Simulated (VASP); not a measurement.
# HgTe (I-4m2) in VASP: further runs, part 3 of 3

VASP 6.6.1. The steps go on from the part before.

## 5. Single point, PBE (z stretched by +2 %, then relaxed in part)

File INCAR:

```
SYSTEM = HgTe
  PREC = Accurate
  ENCUT = 520
  EDIFF = 1E-6
  ISMEAR = -1
  SIGMA = 0.05
  LREAL = .FALSE.
  LASPH = .TRUE.
  NELM = 100
  ALGO = Normal
  ISIF = 2
  LWAVE = .FALSE.
  LCHARG = .FALSE.
  GGA = PE
  NBANDS = 16
```

File KPOINTS:

```
regular mesh
0
G
  13 13 13
  0 0 0
```

File POSCAR:

```
HgTe
1.0
    0.0000000000      3.2235000000      3.2879700000
    3.2235000000      0.0000000000      3.2879700000
    3.2235000000      3.2235000000      0.0000000000
Hg Te
1 1
Direct
    0.0000000000      0.0000000000      0.0000000000
    0.2500000000      0.2500000000      0.2500000000
```

Potentials or basis: VASP PAW PBE potentials, release 64 (Hg, Te).

Started as:

```console
cat potpaw_PBE.64/Hg/POTCAR potpaw_PBE.64/Te/POTCAR > POTCAR
mpirun -np 1 vasp_std > vasp.out
```

OUTCAR:

```text
SYSTEM = HgTe
   PREC = Accurate
   ENCUT = 520
   EDIFF = 1E-6
   ISMEAR = -1
   LREAL = .FALSE.
   LASPH = .TRUE.
   NELM = 100
   ISIF = 2
   GGA = PE

 ion  position               nearest neighbor table
   1  0.000  0.000  0.000-   2 2.81   2 2.81   2 2.81   2 2.81
   2  0.250  0.250  0.250-   1 2.81   1 2.81   1 2.81   1 2.81

  LATTYP: Found a body centered tetragonal cell.
 ALAT       =     4.5587174183
 C/A-ratio  =     1.4424978336

  Lattice vectors:

 A1 = (  -3.2235000000,   0.0000000000,   3.2879700000)
 A2 = (   3.2235000000,   0.0000000000,   3.2879700000)
 A3 = (   0.0000000000,   3.2235000000,  -3.2879700000)

Analysis of symmetry for initial positions (statically):
=====================================================================
 Subroutine PRICEL returns:
 Original cell was already a primitive cell.

 Routine SETGRP: Setting up the symmetry group for a
 body centered tetragonal supercell.

 Subroutine GETGRP returns: Found  8 space group operations
 (whereof  8 operations were pure point group operations)
 out of a pool of 16 trial point group operations.

The static configuration has the point symmetry D_2d.

Analysis of symmetry for dynamics (positions and initial velocities):
=====================================================================
 Subroutine PRICEL returns:
 Original cell was already a primitive cell.

 Routine SETGRP: Setting up the symmetry group for a
 body centered tetragonal supercell.

 Subroutine GETGRP returns: Found  8 space group operations
 (whereof  8 operations were pure point group operations)
 out of a pool of 16 trial point group operations.

The dynamic configuration has the point symmetry D_2d.

 Subroutine INISYM returns: Found  8 space group operations
 (whereof  8 operations are pure point group operations),
 and found     1 'primitive' translations

----------------------------------------------------------------------------------------

                                     Primitive cell

  volume of cell :      68.3303

  direct lattice vectors                    reciprocal lattice vectors
     0.000000000  3.223500000  3.287970000    -0.155110904  0.155110904  0.152069514
     3.223500000  0.000000000  3.287970000     0.155110904 -0.155110904  0.152069514
     3.223500000  3.223500000  0.000000000     0.155110904  0.155110904 -0.152069514

  length of vectors
     4.604530266  4.604530266  4.558717418     0.266915572  0.266915572  0.266915572

  position of ions in fractional coordinates (direct lattice)
     0.000000000  0.000000000  0.000000000
     0.250000000  0.250000000  0.250000000

  ion indices of the primitive-cell ions
   primitive index   ion index
                 1           1
                 2           2

----------------------------------------------------------------------------------------

 KPOINTS: regular mesh

Automatic generation of k-mesh.
 Grid dimensions read from file:
 generate k-points for:   13   13   13

 Generating k-lattice:

  Cartesian coordinates                     Fractional coordinates (reciprocal lattice)
    -0.011931608  0.011931608  0.011697655     0.076923077  0.000000000  0.000000000
     0.011931608 -0.011931608  0.011697655     0.000000000  0.076923077  0.000000000
     0.011931608  0.011931608 -0.011697655    -0.000000000 -0.000000000  0.076923077

  Length of vectors
     0.020531967  0.020531967  0.020531967

  Shift w.r.t. Gamma in fractional coordinates (k-lattice)
     0.000000000  0.000000000  0.000000000

 Subroutine IBZKPT returns following result:
 ===========================================

 Found    196 irreducible k-points:

 Following reciprocal coordinates:
            Coordinates               Weight
  0.000000  0.000000  0.000000      1.000000
  0.076923 -0.000000  0.000000      8.000000
  0.153846 -0.000000  0.000000      8.000000
  0.230769 -0.000000  0.000000      8.000000
  0.307692 -0.000000  0.000000      8.000000
  0.384615  0.000000  0.000000      8.000000
[... 16 lines left out ...]
  0.384615  0.153846  0.000000      8.000000
  0.461538  0.153846  0.000000      8.000000
 [... further k-points ...]
   k-points           NKPTS =    196   k-points in BZ     NKDIM =    196   number of bands    NBANDS=     16
   number of dos      NEDOS =    301   number of ions     NIONS =      2
   total plane-waves  NPLWV =  46656
   dimension x,y,z NGX =    36 NGY =   36 NGZ =   36
   dimension x,y,z NGXF=    72 NGYF=   72 NGZF=   72
   ions per type =               1   1
   NGX,Y,Z   is equivalent  to a cutoff of  13.00, 13.00, 13.13 a.u.
   NGXF,Y,Z  is equivalent  to a cutoff of  26.00, 26.00, 26.26 a.u.
 SYSTEM =  HgTe
   PREC   = accura    normal or accurate (medium, high low for compatibility)
   ISTART =      0    job   : 0-new  1-cont  2-samecut
   ICHARG =      2    charge: 1-file 2-atom 10-const
   ISPIN  =      1    spin polarized calculation?
   LNONCOLLINEAR =      F non collinear calculations
   LSORBIT =      F    spin-orbit coupling
   LASPH  =      T    aspherical Exc in radial PAW
   ENCUT  =  520.0 eV  38.22 Ry    6.18 a.u.   8.56  8.56  8.48*2*pi/ulx,y,z
   NELM   =    100;   NELMIN=  2; NELMDL= -5     # of ELM steps
   EDIFF  = 0.1E-05   stopping-criterion for ELM
   LREAL  =      F    real-space projection
   EDIFFG = 0.1E-04   stopping-criterion for IOM
   NSW    =      0    number of steps for IOM
   IBRION =     -1    ionic relax: 0-MD 1-quasi-New 2-CG
   NFREE  =      0    steps in history (QN), initial steepest desc. (CG)
   ISIF   =      2    stress and relaxation
   ISYM   =      2    0-nonsym 1-usesym 2-fastsym
   POTIM  = 0.5000    time-step for ionic-motion
   TEBEG  =    0.0;   TEEND  =   0.0 temperature during run
   PSTRESS=    0.0 pullay stress
   NELECT =      18.0000    total number of electrons
   NUPDOWN=      -1.0000    fix difference up-down
   EMIN   =  10.00;   EMAX   =-10.00  energy-range for DOS
   EFERMI =   0.00;   METHOD = LEGACY
   ISMEAR =    -1;   SIGMA  =   0.05  broadening in eV -4-tet -1-fermi 0-gaus
   EFERMI_NEDOS =   21; number of points for ismear=-14 and -15
   IALGO  =     38    algorithm
   IMIX   =      4    mixing-type and parameters
     AMIX     =   0.40;   BMIX     =  1.00
     AMIX_MAG =   1.60;   BMIX_MAG =  1.00
  volume/ion in A,a.u.               =      34.17       230.56
  Fermi-wavevector in a.u.,A,eV,Ry     =   1.049449  1.983171 14.984679  1.101343
  Thomas-Fermi vector in A             =   2.184412
   LORBIT       =      0    0 simple, 1 ext, 2 COOP (PROOUT), +10 PAW based schemes
   GGA     = PE    functional components
   LHFCALC =     F    Hartree Fock is set to
   AEXX    =    0.0000 exact exchange contribution
   IVDW    =     0    specifies the selected vdW correction
   LEPSILON=     F    determine dielectric tensor
   LRPA    =     F    only Hartree local field effects (RPA)
 non-spin polarized calculation
  energy-cutoff  :      520.00
  volume of cell :       68.33
 maximum number of plane-waves:      1859
   NGX = 17   NGY = 17   NGZ = 17

 number of electron      18.0000002 magnetization

 Free energy of the ion-electron system (eV)
  ---------------------------------------------------
  ext. energy  EPLUGINS =         0.00000000
  ---------------------------------------------------
  free energy    TOTEN  =        -3.60248434 eV

  energy without entropy =       -3.60226797  energy(sigma->0) =       -3.60237616

 E-fermi :   3.0854     XC(G=0):  -8.6898

 val. band max:        2.9929162557   @ k =   0.0000   0.0000   0.0000
 cond. band min:       3.3595842258   @ k =   0.0769  -0.0000   0.0000
 fundamental gap:      0.3666679701
 Fermi energy:         3.0853885240

 k-point     1 :       0.0000    0.0000    0.0000
  band No.  band energies     occupation
      1      -8.9303      2.00000
      2      -4.3160      2.00000
      3      -4.3111      2.00000
      4      -4.3111      2.00000
      5      -3.8042      2.00000
      6      -3.7909      2.00000
[... 8 lines left out ...]
     15      12.3670      0.00000
     16      12.6341      0.00000
[... 419 lines left out ...]
 k-point    24 :       0.4615    0.1538    0.0000
  band No.  band energies     occupation
      1      -8.3639      2.00000
      2      -4.1884      2.00000
      3      -4.1453      2.00000
      4      -3.8592      2.00000
      5      -3.7696      2.00000
      6      -3.6419      2.00000
[... 8 lines left out ...]
     15      12.4294      0.00000
     16      13.1765      0.00000

 [... further k-points ...]

------------------------ aborting loop because EDIFF is reached ----------------------------------------

  FORCE on cell =-STRESS in cart. coord.  units (eV):
  Direction    XX          YY          ZZ          XY          YZ          ZX
  --------------------------------------------------------------------------------------
  -------------------------------------------------------------------------------------
  Total        1.3588118      1.3588118      1.2457159      0.0000000     -0.0000000      0.0000000
  in kB       31.8608023     31.8608023     29.2089817      0.0000000     -0.0000000      0.0000000
  external PRESSURE =      30.9768621 kB  Pullay stress =       0.0000000 kB

 VOLUME and BASIS-vectors are now :
 -----------------------------------------------------------------------------
  energy-cutoff  :      520.00
  volume of cell :       68.33
      direct lattice vectors                 reciprocal lattice vectors
     0.000000000  3.223500000  3.287970000    -0.155110904  0.155110904  0.152069514
     3.223500000  0.000000000  3.287970000     0.155110904 -0.155110904  0.152069514
     3.223500000  3.223500000  0.000000000     0.155110904  0.155110904 -0.152069514

 POSITION                                       TOTAL-FORCE (eV/Angst)
 -----------------------------------------------------------------------------------
      0.00000      0.00000      0.00000         0.000000      0.000000      0.000000
      1.61175      1.61175      1.64399        -0.000000     -0.000000     -0.000000
 -----------------------------------------------------------------------------------
    total drift:                               -0.000000     -0.000000     -0.000000

  FREE ENERGIE OF THE ION-ELECTRON SYSTEM (eV)
  ---------------------------------------------------
  free  energy   TOTEN  =        -3.6024843427 eV

  energy  without entropy=       -3.6022679715  energy(sigma->0) =       -3.60237616
```

Wall time 2.2 min (1 thread of Intel Xeon Platinum 8124M at 3.00GHz (Skylake/Cascade Lake), shared host); peak memory 0.37 GiB.

Results:

```
Free energy            : -3.6025 eV
Pressure               : 3.1 GPa
Band gap on the k mesh : zero (filled and empty bands touch)
```

Stress tensor (GPa, compression positive):
```
3.19 0.00 0.00
0.00 3.19 0.00
0.00 0.00 2.92
```

Caveat: the cell differs from its parent crystal (z stretched by +2 %, then relaxed in part); the cell stands under pressure; semilocal functionals underestimate gaps, so a narrow gap can read as zero; spin-orbit coupling is left out, which moves the levels of the heavy elements.

## 6. Summary

```csv
cell,gap on the mesh (eV),pressure (GPa)
"a = 4.513, b = 4.513, c = 4.559 Å, angles 59.7, 59.7, 60.7°, 2 atoms",-,5.3
"a = 4.536, b = 4.536, c = 4.559 Å, angles 59.8, 59.8, 60.3°, 2 atoms",-,4.7
"a = 4.582, b = 4.582, c = 4.559 Å, angles 60.2, 60.2, 59.7°, 2 atoms",none,3.6
"a = 4.605, b = 4.605, c = 4.559 Å, angles 60.3, 60.3, 59.3°, 2 atoms",none,3.1
```

Alike in all rows: task single point; level PBE; potentials or basis VASP PAW PBE potentials, release 64 (Hg, Te); no spin polarisation; k mesh 13 × 13 × 13; cutoff (eV) 520; smearing fermi-dirac 0.05 eV.

Caveats: the cell stands under pressure; spin-orbit coupling is left out, which moves the levels of the heavy elements; semilocal functionals underestimate gaps, so a narrow gap can read as zero (at least some runs).

Total energies depend on the potentials used, so only differences within one code and one set of settings carry meaning.
